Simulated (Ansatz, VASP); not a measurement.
## Two plane-wave programs on C

INCAR

```
SYSTEM = C
PREC     = Accurate       ! precision mode
ENCUT    = 520            ! plane-wave cutoff, eV
EDIFF    = 1E-6           ! SCF threshold, eV
ISMEAR   = 0              ! smearing method
SIGMA    = 0.05           ! smearing width, eV
LREAL    = .False.        ! projectors in reciprocal space
LASPH    = .True.         ! aspherical terms in the spheres
NELM     = 60             ! most SCF steps
ALGO     = Normal         ! electronic algorithm
ISIF     = 2              ! what is computed and relaxed
LWAVE    = .False.        ! write WAVECAR
LCHARG   = .False.        ! write CHGCAR
GGA      = PE             ! functional
NBANDS   = 11             ! bands
```

KPOINTS

```
Automatic mesh
0
Gamma
  12 12 12
  0 0 0
```

POSCAR

```
C
1.0
    0.0000000000      1.9167464709      1.6990040718
    1.9167464709      0.0000000000      1.6990040718
    1.9167464709      1.9167464709      0.0000000000
C
2
Direct
    0.5000000000      0.5000000000      0.5000000000
    0.7500000000      0.7500000000      0.7500000000
```

Input for Ansatz:

```yaml
crystal:
  lattice:
    - [0.0, 1.9167464709, 1.6990040718]
    - [1.9167464709, 0.0, 1.6990040718]
    - [1.9167464709, 1.9167464709, 0.0]
  atoms:
    - { symbol: C, position: [0.5, 0.5, 0.5] }
    - { symbol: C, position: [0.75, 0.75, 0.75] }
basis:
  ecutwfc: 520.0
kpoints:
  mp_grid: { grid: [12, 12, 12] }
hamiltonian:
  xc: pbe
  pseudopotentials: { kind: paw, azcp: { folder: soft_1 } }
scf:
  occupations: { method: gaussian, width: 0.05 }
output:
  forces: true
  stress: true
  eigenvalues: true
  write_density: true
  write_potential: true
  elf: true
  volumetric_format: npy
```

Alike in both runs: task single point; functional PBE; k mesh 12 × 12 × 12; occupations gaussian, width 0.05 eV; no spin polarisation.

|  | VASP | Ansatz |
| --- | --- | --- |
| version | VASP 6.6.1 | Ansatz 0.2.0 |
| potentials or method | VASP PAW PBE potentials, release 64 (C), cutoff 520 eV | scalar-relativistic, plane waves, PAW |
| valence electrons in the cell | 8 | 8 |

VASP gave:

| Item | Value |
| --- | --- |
| gap on the k mesh at the Fermi level (eV) | 1.24 |
| least direct gap on the mesh (eV) | 3.52 |

Task: Estimate Ansatz's values.

Result: gap on the k mesh at the Fermi level (eV): 1.25; least direct gap on the mesh (eV): 3.52.
